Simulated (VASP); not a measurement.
# Pd (P6/mmm) in VASP: single point with LDA

Aim: the single point of Pd with LDA.

All numbers are computed with VASP 6.6.1; they aren't measurements. Logs are shortened: lines on timing, memory, paths and dates and some standing lists are left out, and cuts for length are marked.

## Step 1: The cell of the first run

Symmetry: P6/mmm, No. 191, hexagonal system. Conventional cell: a = 2.794 Å, b = 2.794 Å, c = 4.566 Å, α = 90.00°, β = 90.00°, γ = 120.00°. Within 3.7 Å of Pd (site symmetry 6/mmm) lie 6 Pd at 2.79 Å.

## Step 2: Single point, LDA

Contents of INCAR:

```
SYSTEM = Pd
  PREC = Accurate
  ENCUT = 520
  EDIFF = 1E-7
  ISMEAR = 0
  SIGMA = 0.2
  LREAL = .FALSE.
  LASPH = .TRUE.
  NELM = 60
  ALGO = Normal
  ISIF = 2
  LWAVE = .FALSE.
  LCHARG = .FALSE.
  GGA = CA
  NBANDS = 11
```

Contents of KPOINTS:

```
regular mesh
0
G
  12 12 6
  0 0 0
```

Contents of POSCAR:

```
Pd
1.0
    2.7938960000      0.0000000000      0.0000000000
   -1.3969480000      2.4195850000      0.0000000000
    0.0000000000      0.0000000000      4.5663710000
Pd
1
Direct
    0.3333333333      0.6666666667      0.0000000000
```

Potentials or basis: VASP PAW LDA potentials, release 64 (Pd).

The run is started by

```bash
> cat potpaw_LDA.64/Pd/POTCAR > POTCAR
> mpirun -np 1 vasp_std > vasp.out
```

OUTCAR:

```text
SYSTEM = Pd
   PREC = Accurate
   ENCUT = 520
   EDIFF = 1E-7
   ISMEAR = 0
   LREAL = .FALSE.
   LASPH = .TRUE.
   NELM = 60
   ISIF = 2
   GGA = CA

 ion  position               nearest neighbor table
   1  0.333  0.667  0.000-

  LATTYP: Found a hexagonal cell.
 ALAT       =     2.7938960000
 C/A-ratio  =     1.6344097991

  Lattice vectors:

 A1 = (   2.7938960000,   0.0000000000,   0.0000000000)
 A2 = (  -1.3969480000,   2.4195850000,   0.0000000000)
 A3 = (   0.0000000000,   0.0000000000,   4.5663710000)

Analysis of symmetry for initial positions (statically):
=====================================================================
 Subroutine PRICEL returns:
 Original cell was already a primitive cell.

 Routine SETGRP: Setting up the symmetry group for a
 hexagonal supercell.

 Subroutine GETGRP returns: Found 24 space group operations
 (whereof 12 operations were pure point group operations)
 out of a pool of 24 trial point group operations.

The static configuration has the point symmetry D_3h.
 The point group associated with its full space group is D_6h.

Analysis of symmetry for dynamics (positions and initial velocities):
=====================================================================
 Subroutine PRICEL returns:
 Original cell was already a primitive cell.

 Routine SETGRP: Setting up the symmetry group for a
 hexagonal supercell.

 Subroutine GETGRP returns: Found 24 space group operations
 (whereof 12 operations were pure point group operations)
 out of a pool of 24 trial point group operations.

The dynamic configuration has the point symmetry D_3h.
 The point group associated with its full space group is D_6h.

 Subroutine INISYM returns: Found 24 space group operations
 (whereof 12 operations are pure point group operations),
 and found     1 'primitive' translations

----------------------------------------------------------------------------------------

                                     Primitive cell

  volume of cell :      30.8690

  direct lattice vectors                    reciprocal lattice vectors
     2.793896000  0.000000000  0.000000000     0.357923130  0.206647008  0.000000000
    -1.396948000  2.419585000  0.000000000     0.000000000  0.413294015  0.000000000
     0.000000000  0.000000000  4.566371000     0.000000000  0.000000000  0.218992281

  length of vectors
     2.793896000  2.793896077  4.566371000     0.413294027  0.413294015  0.218992281

  position of ions in fractional coordinates (direct lattice)
     0.333333333  0.666666667  0.000000000

  ion indices of the primitive-cell ions
   primitive index   ion index
                 1           1

----------------------------------------------------------------------------------------

 KPOINTS: regular mesh

Automatic generation of k-mesh.
 Grid dimensions read from file:
 generate k-points for:   12   12    6

 Generating k-lattice:

  Cartesian coordinates                     Fractional coordinates (reciprocal lattice)
     0.029826927  0.017220584  0.000000000     0.083333333  0.000000000  0.000000000
     0.000000000  0.034441168  0.000000000     0.000000000  0.083333333  0.000000000
     0.000000000  0.000000000  0.036498713     0.000000000  0.000000000  0.166666667

  Length of vectors
     0.034441169  0.034441168  0.036498713

  Shift w.r.t. Gamma in fractional coordinates (k-lattice)
     0.000000000  0.000000000  0.000000000

 Subroutine IBZKPT returns following result:
 ===========================================

 Found     76 irreducible k-points:

 Following reciprocal coordinates:
            Coordinates               Weight
  0.000000  0.000000  0.000000      1.000000
  0.083333  0.000000  0.000000      6.000000
  0.166667  0.000000  0.000000      6.000000
  0.250000  0.000000  0.000000      6.000000
  0.333333  0.000000  0.000000      6.000000
  0.416667  0.000000  0.000000      6.000000
[... 16 lines left out ...]
  0.250000  0.000000  0.166667     12.000000
  0.333333  0.000000  0.166667     12.000000
 [... further k-points ...]
   k-points           NKPTS =     76   k-points in BZ     NKDIM =     76   number of bands    NBANDS=     11
   number of dos      NEDOS =    301   number of ions     NIONS =      1
   total plane-waves  NPLWV =  20736
   dimension x,y,z NGX =    24 NGY =   24 NGZ =   36
   dimension x,y,z NGXF=    48 NGYF=   48 NGZF=   72
   ions per type =               1
   NGX,Y,Z   is equivalent  to a cutoff of  14.28, 14.28, 13.11 a.u.
   NGXF,Y,Z  is equivalent  to a cutoff of  28.56, 28.56, 26.21 a.u.
 SYSTEM =  Pd
   PREC   = accura    normal or accurate (medium, high low for compatibility)
   ISTART =      0    job   : 0-new  1-cont  2-samecut
   ICHARG =      2    charge: 1-file 2-atom 10-const
   ISPIN  =      1    spin polarized calculation?
   LNONCOLLINEAR =      F non collinear calculations
   LSORBIT =      F    spin-orbit coupling
   LASPH  =      T    aspherical Exc in radial PAW
   ENCUT  =  520.0 eV  38.22 Ry    6.18 a.u.   5.19  5.19  8.49*2*pi/ulx,y,z
   NELM   =     60;   NELMIN=  2; NELMDL= -5     # of ELM steps
   EDIFF  = 0.1E-06   stopping-criterion for ELM
   LREAL  =      F    real-space projection
   EDIFFG = 0.1E-05   stopping-criterion for IOM
   NSW    =      0    number of steps for IOM
   IBRION =     -1    ionic relax: 0-MD 1-quasi-New 2-CG
   NFREE  =      0    steps in history (QN), initial steepest desc. (CG)
   ISIF   =      2    stress and relaxation
   ISYM   =      2    0-nonsym 1-usesym 2-fastsym
   POTIM  = 0.5000    time-step for ionic-motion
   TEBEG  =    0.0;   TEEND  =   0.0 temperature during run
   PSTRESS=    0.0 pullay stress
   NELECT =      10.0000    total number of electrons
   NUPDOWN=      -1.0000    fix difference up-down
   EMIN   =  10.00;   EMAX   =-10.00  energy-range for DOS
   EFERMI =   0.00;   METHOD = LEGACY
   ISMEAR =     0;   SIGMA  =   0.20  broadening in eV -4-tet -1-fermi 0-gaus
   EFERMI_NEDOS =   21; number of points for ismear=-14 and -15
   IALGO  =     38    algorithm
   IMIX   =      4    mixing-type and parameters
     AMIX     =   0.40;   BMIX     =  1.00
     AMIX_MAG =   1.60;   BMIX_MAG =  1.00
  volume/ion in A,a.u.               =      30.87       208.31
  Fermi-wavevector in a.u.,A,eV,Ry     =   1.124348  2.124710 17.199918  1.264158
  Thomas-Fermi vector in A             =   2.261019
   LORBIT       =      0    0 simple, 1 ext, 2 COOP (PROOUT), +10 PAW based schemes
   GGA     = CA    functional components
   LHFCALC =     F    Hartree Fock is set to
   AEXX    =    0.0000 exact exchange contribution
   IVDW    =     0    specifies the selected vdW correction
   LEPSILON=     F    determine dielectric tensor
   LRPA    =     F    only Hartree local field effects (RPA)
 non-spin polarized calculation
 Gauss-broadening in eV      SIGMA  =   0.20
  energy-cutoff  :      520.00
  volume of cell :       30.87
 maximum number of plane-waves:       843
 NGX is ok and might be reduce to    24
   NGX = 11   NGY = 11   NGZ = 17

 number of electron      10.0000001 magnetization

 Free energy of the ion-electron system (eV)
  ---------------------------------------------------
  ext. energy  EPLUGINS =         0.00000000
  ---------------------------------------------------
  free energy    TOTEN  =        -4.82798592 eV

  energy without entropy =       -4.77459503  energy(sigma->0) =       -4.80129047

 E-fermi :   1.1603     XC(G=0):  -8.9998

 val. band max:        1.1414854976   @ k =   0.1667   0.0833   0.5000
 cond. band min:       1.1703720172   @ k =   0.0833   0.0000   0.5000
 fundamental gap:      0.0288865196
 Fermi energy:         1.1603355775

 k-point     1 :       0.0000    0.0000    0.0000
  band No.  band energies     occupation
      1      -3.1277      2.00000
      2      -0.6846      2.00000
      3      -0.6846      2.00000
      4      -0.3914      2.00000
      5       1.2080      0.73631
      6       1.2080      0.73631
      7       5.7127      0.00000
      8       9.8017      0.00000
      9      19.7547      0.00000
     10      25.0182      0.00000
     11      25.0252      0.00000

 k-point     2 :       0.0833    0.0000    0.0000
  band No.  band energies     occupation
      1      -2.9051      2.00000
      2      -0.7696      2.00000
      3      -0.5503      2.00000
      4      -0.3108      2.00000
      5       0.9650      1.83273
      6       1.1788      0.89590
      7       6.1121      0.00000
      8       9.9078      0.00000
      9      19.7321      0.00000
     10      22.9753      0.00000
     11      23.8075      0.00000

 k-point     3 :       0.1667    0.0000    0.0000
  band No.  band energies     occupation
      1      -2.3420      2.00000
      2      -0.8940      2.00000
      3      -0.1683      2.00000
      4      -0.0769      2.00000
      5       0.4301      2.00000
      6       1.1002      1.32955
      7       7.1140      0.00000
      8      10.2319      0.00000
      9      18.2656      0.00000
     10      21.6000      0.00000
     11      21.9737      0.00000

 k-point     4 :       0.2500    0.0000    0.0000
  band No.  band energies     occupation
      1      -2.0371      2.00000
      2      -0.4540      2.00000
      3      -0.1329      2.00000
      4       0.3287      2.00000
      5       0.3951      2.00000
      6       0.9946      1.75886
      7       8.4429      0.00000
      8      10.7840      0.00000
      9      15.2651      0.00000
     10      20.2271      0.00000
     11      21.2828      0.00000

 k-point     5 :       0.3333    0.0000    0.0000
  band No.  band energies     occupation
      1      -2.2253      2.00000
      2      -0.5891      2.00000
      3       0.2972      2.00000
      4       0.8911      1.94306
      5       1.0187      1.68345
      6       1.3650      0.14787
      7       9.9247      0.00000
      8      11.3923      0.00000
      9      12.4277      0.00000
     10      18.7316      0.00000
     11      19.1477      0.00000
[... 211 lines left out ...]
 k-point    21 :       0.0833    0.0000    0.1667
  band No.  band energies     occupation
      1      -2.8688      2.00000
      2      -0.7691      2.00000
      3      -0.5500      2.00000
      4      -0.1610      2.00000
      5       0.9579      1.84761
      6       1.1767      0.90783
      7       5.0908      0.00000
      8      11.2780      0.00000
      9      19.7904      0.00000
     10      23.0418      0.00000
     11      23.9535      0.00000

 k-point    22 :       0.1667    0.0000    0.1667
  band No.  band energies     occupation
      1      -2.3124      2.00000
      2      -0.8915      2.00000
      3      -0.1679      2.00000
      4       0.0227      2.00000
      5       0.4642      2.00000
      6       1.0977      1.34238
      7       5.9772      0.00000
      8      11.7434      0.00000
      9      18.4269      0.00000
     10      21.5912      0.00000
     11      22.1842      0.00000

 k-point    23 :       0.2500    0.0000    0.1667
  band No.  band energies     occupation
      1      -2.0256      2.00000
      2      -0.4505      2.00000
      3      -0.2051      2.00000
      4       0.3955      2.00000
      5       0.5457      1.99999
      6       0.9916      1.76723
      7       7.1318      0.00000
      8      12.4753      0.00000
      9      15.4578      0.00000
     10      20.1266      0.00000
     11      20.4187      0.00000

 k-point    24 :       0.3333    0.0000    0.1667
  band No.  band energies     occupation
      1      -2.2204      2.00000
      2      -0.6326      2.00000
      3       0.3316      2.00000
      4       0.8876      1.94618
      5       1.0189      1.68258
      6       1.5247      0.00999
      7       8.4381      0.00000
      8      12.3916      0.00000
      9      13.3884      0.00000
     10      17.8528      0.00000
     11      18.8983      0.00000

 [... further k-points ...]
[... 5 lines left out ...]
  --------------------------------------------------------------------------------------
  -------------------------------------------------------------------------------------
  Total       -3.4295012     -3.4295015     -0.4846386      0.0000000     -0.0000000      0.0000000
  in kB     -177.9996850   -177.9996980    -25.1539570      0.0000000     -0.0000000      0.0000000
  external PRESSURE =    -127.0511133 kB  Pullay stress =       0.0000000 kB

 VOLUME and BASIS-vectors are now :
 -----------------------------------------------------------------------------
  energy-cutoff  :      520.00
  volume of cell :       30.87
      direct lattice vectors                 reciprocal lattice vectors
     2.793896000  0.000000000  0.000000000     0.357923130  0.206647008  0.000000000
    -1.396948000  2.419585000  0.000000000     0.000000000  0.413294015  0.000000000
     0.000000000  0.000000000  4.566371000     0.000000000  0.000000000  0.218992281

 POSITION                                       TOTAL-FORCE (eV/Angst)
 -----------------------------------------------------------------------------------
     -0.00000      1.61306      0.00000         0.000000      0.000000      0.000000
 -----------------------------------------------------------------------------------
    total drift:                                0.000000     -0.000000     -0.000000

  FREE ENERGIE OF THE ION-ELECTRON SYSTEM (eV)
  ---------------------------------------------------
  free  energy   TOTEN  =        -4.8279859221 eV

  energy  without entropy=       -4.7745950256  energy(sigma->0) =       -4.80129047
```

It took 18 s on 1 thread of Intel Xeon 6975P-C, shared host; peak memory 0.15 GiB.

What came out:

```
Free energy            : -4.8280 eV
Pressure               : -12.7 GPa
Band gap on the k mesh : zero (band 5 reaches 1.72 eV, above the bottom of band 6 at 0.99 eV)
```

Levels at points of the mesh, in eV from the Fermi level:
| k point | band 1 | band 2 | band 3 | band 4 | band 5 | band 6 | band 7 | band 8 | band 9 | band 10 |
| --- | --- | --- | --- | --- | --- | --- | --- | --- | --- | --- |
| (0.00, 0.00, 0.00) | -4.29 | -1.84 | -1.84 | -1.55 | 0.05 | 0.05 | 4.55 | 8.64 | 18.59 | 23.86 |
| (0.50, 0.00, 0.00) | -3.67 | -2.14 | -0.43 | -0.37 | 0.56 | 3.20 | 6.66 | 10.92 | 12.31 | 15.33 |
| (0.00, 0.00, 0.50) | -4.14 | -1.84 | -1.84 | -0.53 | 0.04 | 0.04 | 1.25 | 14.09 | 18.08 | 18.75 |
| (0.50, 0.00, 0.50) | -3.66 | -2.25 | -0.39 | -0.21 | 0.56 | 3.72 | 7.47 | 7.86 | 10.31 | 16.78 |
